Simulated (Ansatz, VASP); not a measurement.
## SiC: VASP beside Ansatz

```
Si C
1.0
     3.23850    0.00000    0.00000
    -1.61925    2.80462    0.00000
     0.00000    0.00000   10.93950
Si C
4 4
Direct
  0.66667 0.33333 0.93784
  0.33333 0.66667 0.43784
  0.00000 0.00000 0.68790
  0.00000 0.00000 0.18790
  0.66667 0.33333 0.74981
  0.33333 0.66667 0.24981
  0.00000 0.00000 0.50045
  0.00000 0.00000 0.00045
```

Alike in both runs: task single point; functional PBE; k mesh 12 × 12 × 4; occupations gaussian, width 0.05 eV; no spin polarisation.

|  | VASP | Ansatz |
| --- | --- | --- |
| version | VASP 6.6.1 | Ansatz 0.2.0 |
| potentials or method | VASP PAW PBE potentials, release 64 (Si, C), cutoff 520 eV | scalar-relativistic, plane waves, PAW |
| valence electrons in the cell | 32 | 32 |

```tsv
	VASP	Ansatz	Ansatz less VASP
gap on the k mesh at the Fermi level (eV)	2.03	2.03	+0.001
least direct gap on the mesh (eV)	3.16	3.17	+0.002
pressure (GPa)	-25.3	-25.3	-0.03
traceless stress, the component that is largest in VASP (GPa)	-6.65	-6.61	+0.039
rms of the force components (eV/Å)	0.025	0.025	+0.0006
```

Atom by atom the forces differ by 0.001 eV/Å (rms over components).
